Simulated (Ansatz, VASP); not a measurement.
**KF: VASP beside Ansatz**

POSCAR

```
KF
1.0
    0.0000000000      2.6589614660      2.6589614660
    2.6589614660      0.0000000000      2.6589614660
    2.6589614660      2.6589614660      0.0000000000
K F
1 1
Direct
    0.0000000000      0.0000000000      0.0000000000
    0.5000000000      0.5000000000      0.5000000000
```

INCAR.step1

```
SYSTEM = KF
PREC = Accurate ; ENCUT = 520
EDIFF = 1E-5 ; ISMEAR = 0
SIGMA = 0.01 ; LREAL = .False.
LASPH = .True. ; NELM = 100
ALGO = Normal ; ISIF = 2
LWAVE = .True. ; LCHARG = .False.
NBANDS = 15 ; GGA = PE
```

INCAR.step2

```
SYSTEM = KF
PREC = Accurate ; ENCUT = 520
EDIFF = 1E-6 ; ISMEAR = 0
SIGMA = 0.01 ; LREAL = .False.
LASPH = .True. ; NELM = 100
ALGO = Normal ; ISIF = 2
LWAVE = .False. ; LCHARG = .False.
METAGGA = R2SCAN ; LHFCALC = .True.
AEXX = 0.25 ; LMIXTAU = .True.
PRECFOCK = Normal ; NBANDS = 15
ISTART = 1
```

File KPOINTS:

```
Automatic mesh
0
Gamma
  6 6 6
  0 0 0
```

Input for Ansatz:

```yaml
crystal:
  lattice:
    - [0.0, 2.658961466, 2.658961466]
    - [2.658961466, 0.0, 2.658961466]
    - [2.658961466, 2.658961466, 0.0]
  atoms:
    - { symbol: K, position: [0.0, 0.0, 0.0] }
    - { symbol: F, position: [0.5, 0.5, 0.5] }
kpoints:
  mp_grid: { grid: [6, 6, 6] }
  band_path:
    path:
      - [0.0, 0.0, 0.0]
      - [0.5, 0.0, 0.5]
      - [0.625, 0.25, 0.625]
      - [0.375, 0.375, 0.75]
      - [0.5, 0.5, 0.5]
      - [0.5, 0.25, 0.75]
    npoints: 1
hamiltonian:
  xc: r2scan0
scf:
  occupations: { method: fixed }
  n_extra_bands: 4
output:
  forces: true
  stress: true
  eigenvalues: true
```

Alike in both runs: task single point; functional r2SCAN0; k mesh 6 × 6 × 6; no spin polarisation.

|  | VASP | Ansatz |
| --- | --- | --- |
| version | VASP 6.6.1 | Ansatz 0.2.0 |
| potentials or method | VASP PAW PBE potentials, release 64 (K_sv, F) | plane waves, PAW |
| plane-wave cutoff (eV) | 520 | 500 |
| occupations | gaussian, width 0.01 eV | fixed |
| valence electrons in the cell | 16 | 16 |

```csv
,VASP,Ansatz,Ansatz less VASP
gap on the k mesh at the Fermi level (eV),9.41,9.42,+0.005
pressure (GPa),-0.3,-0.4,-0.06
```

VASP's potentials were made for PBE, not for r2SCAN0. Ansatz's warnings: stress exchange threshold loose, stress scf threshold loose.
